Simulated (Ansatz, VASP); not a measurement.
## Pt: VASP beside Ansatz

INCAR

```
SYSTEM = Pt
PREC = Accurate ; ENCUT = 520
EDIFF = 1E-7 ; ISMEAR = 0
SIGMA = 0.15 ; LREAL = .False.
LASPH = .True. ; NELM = 60
ALGO = Normal ; ISIF = 2
LWAVE = .False. ; LCHARG = .False.
GGA = PS ; NBANDS = 11
```

File KPOINTS:

```
regular mesh
0
Gamma
  20 20 20
  0 0 0
```

POSCAR

```
Pt
1.0
    0.0000000000      1.8600050000      1.9089525000
    1.8600050000      0.0000000000      1.9089525000
    1.8600050000      1.8600050000      0.0000000000
Pt
1
Direct
    0.0000000000      0.0000000000      0.0000000000
```

Input for Ansatz:

```yaml
crystal:
  lattice:
    - [0.0, 1.860005, 1.9089525]
    - [1.860005, 0.0, 1.9089525]
    - [1.860005, 1.860005, 0.0]
  atoms:
    - { symbol: Pt, position: [0.0, 0.0, 0.0] }
basis:
  ecutwfc: 420
kpoints:
  mp_grid: { grid: [20, 20, 20] }
hamiltonian:
  xc: pbesol
scf:
  occupations: { method: gaussian, width: 0.15 }
output:
  forces: true
  stress: true
  eigenvalues: true
```

Change from the starting cell: strain -0.050 along x and y, -0.025 along z, atoms carried along.

Alike in both runs: task single point; functional PBEsol; k mesh 20 × 20 × 20; occupations gaussian, width 0.15 eV; no spin polarisation.

|  | VASP | Ansatz |
| --- | --- | --- |
| version | VASP 6.6.1 | Ansatz 0.2.0 |
| potentials or method | VASP PAW PBE potentials, release 64 (Pt), cutoff 520 eV | scalar-relativistic, plane waves, PAW |
| valence electrons in the cell | 10 | 18 |

```tsv
	VASP	Ansatz	Ansatz less VASP
gap on the k mesh at the Fermi level (eV)	none	none	-
pressure (GPa)	52.5	52.8	+0.23
traceless stress, the component that is largest in VASP (GPa)	-3.39	-3.39	-0.001
```

VASP's potentials were made for PBE, not for PBEsol. A gap of «none» marks a metal or a gap that the smearing closes. Both programs put the cell under a high pressure, so it lies far from rest at this level. The functional is the same, so the differences come from potentials, cutoffs and numerics. VASP's potentials hold 10 valence electrons a cell and Ansatz's 18, so a difference there can come from the potentials and not from the codes.

Spin-orbit coupling is off throughout.
